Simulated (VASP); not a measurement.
Runs of VASP 6.6.1 on Al2O3. The structure is that of space group Pnnm (No. 58), or close to it. The cells are those of the table. 

| cell | gap on the mesh (eV) | pressure (GPa) | largest force (eV/Å) |
| --- | --- | --- | --- |
| a = 4.335, b = 8.927, c = 3.268 Å, 10 atoms | 4.01 | 21.3 | 4.95 |
| a = 4.335, b = 8.927, c = 3.147 Å, 10 atoms | 4.33 | 27.6 | 4.54 |
| a = 5.089, b = 10.480, c = 3.147 Å, 10 atoms | (a) | -18.8 | 1.04 |
| a = 4.712, b = 9.704, c = 2.784 Å, 10 atoms | 3.28 | 14.8 | 1.59 |
| a = 5.089, b = 10.480, c = 3.268 Å, 10 atoms | (b) | (c) | 0.88 |

Alike in all rows: task single point; level PBE; potentials or basis VASP PAW PBE potentials, release 64 (Al, O); no spin polarisation; k mesh 6 × 4 × 8; cutoff (eV) 520; smearing gaussian 0.05 eV.

Task: Estimate the missing entries.

Result: (a) 1.92; (b) 1.90; (c) -20.9.

Caveats: forces of over 1 eV/Å act on the atoms, so gaps and moduli don't describe the material at rest (at least some runs); the cell stands under pressure (at least some runs); the cell stands under tension (at least some runs).

A k mesh can miss the band edges.
